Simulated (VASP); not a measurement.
Input of a VASP 6.6.1 run:

INCAR

```
SYSTEM = BaSi3
PREC = Accurate
ENCUT = 520
EDIFF = 1E-7
ISMEAR = 0
SIGMA = 0.05
LREAL = .False.
LASPH = .True.
NELM = 100
ALGO = Normal
ISIF = 2
LWAVE = .False.
LCHARG = .False.
GGA = PE
NBANDS = 19
```

KPOINTS

```
Automatic mesh
0
Gamma
  8 8 8
  0 0 0
```

File POSCAR:

```
BaSi3
1.0
    4.5177146806      0.0000000000      0.0000000000
    0.0000000000      4.5177146806      0.0000000000
    0.0000000000      0.0000000000      4.5177146806
Ba Si
1 3
Direct
    0.0000000000      0.0000000000      0.0000000000
    0.0000000000      0.5000000000      0.5000000000
    0.5000000000      0.5000000000      0.0000000000
    0.5000000000      0.0000000000      0.5000000000
```

Potentials or basis: VASP PAW PBE potentials, release 64 (Ba_sv, Si).

The run is started by

```console
$ cat potpaw_PBE.64/Ba_sv/POTCAR potpaw_PBE.64/Si/POTCAR > POTCAR
$ mpirun -np 1 vasp_std > vasp.out
```

Problem. Estimate the pressure.

Solution. -0.3 GPa.

Problem. What does it give for the band gap on the k mesh?

Solution. Zero (band 11 reaches 6.79 eV, above the bottom of band 12 at 4.82 eV).

Caveat: spin-orbit coupling is left out, which moves the levels of the heavy elements.
